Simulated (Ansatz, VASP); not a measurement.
**One calculation of ZrTaN, two programs**

```
Zr Ta N
1.0
     2.10301   -2.10305    0.00000
     2.10301    2.10305    0.00000
     0.00000    0.00000    6.04027
Zr Ta N
1 1 1
Direct
  0.00000 0.00000 0.00000
  0.00000 0.00000 0.50000
  0.50000 0.50000 0.50000
```

Alike in both runs: functional PBE; k mesh 6 × 6 × 4; occupations gaussian, width 0.1 eV; no spin polarisation.

Ansatz relaxed the structure, and its values are those at the end. VASP's run is a single point on that final structure, the one shown.

|  | VASP | Ansatz |
| --- | --- | --- |
| version | VASP 6.6.1 | Ansatz 0.2.0 |
| potentials or method | VASP PAW PBE potentials, release 64 (Zr_sv, Ta_sv_GW, N), cutoff 600 eV | scalar-relativistic, plane waves, PAW |
| valence electrons in the cell | 30 | 30 |

VASP gave:

- gap on the k mesh at the Fermi level (eV): none
- pressure (GPa): 0.0

**Question.** What did Ansatz give for the same quantities?

**Answer.** gap on the k mesh at the Fermi level (eV): none; pressure (GPa): 0.1.

A gap of «none» marks a metal or a gap that the smearing closes.

Neither program's run includes spin-orbit coupling.
